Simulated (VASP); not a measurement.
Crystal: NaH.

```
CELL_PARAMETERS angstrom
0.00000 2.39019 2.39019
2.39019 0.00000 2.39019
2.39019 2.39019 0.00000
ATOMIC_POSITIONS crystal
Na 0.00000 0.00000 0.00000
H 0.50000 0.50000 0.50000
```

This cell differs from its parent crystal: volume scaled by 0.94.

Base run:

```yaml
Program: VASP 6.6.1
Functional: PBEsol
Potentials_or_basis: VASP PAW PBE potentials, release 64 (Na_pv, H)
Cutoff: 520 eV
k_mesh: 9 × 9 × 9
Occupations: fermi-dirac, width 0.05 eV
Spin: no spin polarisation
```

Its results: band gap on the k mesh 3.93 eV, indirect (least direct gap 4.68 eV); pressure 0.2 GPa.

Question: The run is repeated on the same cell with these changes: functional from PBEsol to LDA; potentials or basis from VASP PAW PBE potentials, release 64 (Na_pv, H) to VASP PAW LDA potentials, release 64 (Na_pv, H). What comes out?

Answer: Band gap on the k mesh 3.78 eV, indirect (least direct gap 4.54 eV); pressure -1.5 GPa.

Caveats: the PAW data sets were made with another functional, which shifts forces and pressure a little (some runs).

A k mesh can miss the band edges.
